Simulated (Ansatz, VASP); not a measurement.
Cr in VASP and in Ansatz

File INCAR:

```
SYSTEM = Cr
PREC = Accurate
ENCUT = 520
EDIFF = 1E-7
ISMEAR = -1
SIGMA = 0.1
LREAL = .False.
LASPH = .True.
NELM = 150
ALGO = Normal
ISIF = 2
LWAVE = .False.
LCHARG = .False.
ISPIN = 2
MAGMOM = 3.9 -3.9
LORBIT = 11
LMAXMIX = 4
GGA = PS
NBANDS = 23
```

The input KPOINTS:

```
Automatic mesh
0
Gamma
  10 10 10
  0 0 0
```

Contents of POSCAR:

```
Cr
1.0
    2.9287738245      0.0000000000      0.0000000000
    0.0000000000      2.9287738245      0.0000000000
    0.0000000000      0.0000000000      2.9287738245
Cr
2
Direct
    0.0000000000      0.0000000000      0.0000000000
    0.5000000000      0.5000000000      0.5000000000
```

Input for Ansatz:

```yaml
crystal:
  lattice:
    - [2.928773824507063, 0.0, 0.0]
    - [0.0, 2.928773824507063, 0.0]
    - [0.0, 0.0, 2.928773824507063]
  atoms:
    - { symbol: Cr, position: [0.0, 0.0, 0.0], spin: 3.9 }
    - { symbol: Cr, position: [0.5, 0.5, 0.5], spin: -3.9 }
kpoints:
  mp_grid:
    grid: [10, 10, 10]
hamiltonian:
  xc: pbesol
  pseudopotentials:
    kind: all_electron
    lapw:
      basis_error: 0.002
magnetization:
  spin_polarized: true
scf:
  occupations:
    method: fermi_dirac
```

Alike in both runs: task single point; functional PBEsol; k mesh 10 × 10 × 10; collinear spin.

```csv
,VASP,Ansatz
version,VASP 6.6.1,Ansatz 0.2.0
potentials or method,"VASP PAW PBE potentials, release 64 (Cr_pv), cutoff 520 eV",all-electron (LAPW or listed datasets)
occupations,"fermi-dirac, width 0.1 eV",fermi-dirac
```

```csv
,VASP,Ansatz,Ansatz less VASP
net moment per atom (μB),0.00,0.00,0.000
size of the moment on the site where the two differ most (μB),1.41,1.35,-0.054
```

VASP's potentials were made for PBE, not for PBEsol. Site moments also hang on the region over which each program counts them. Ansatz ran all-electron here, and VASP with PAW potentials.
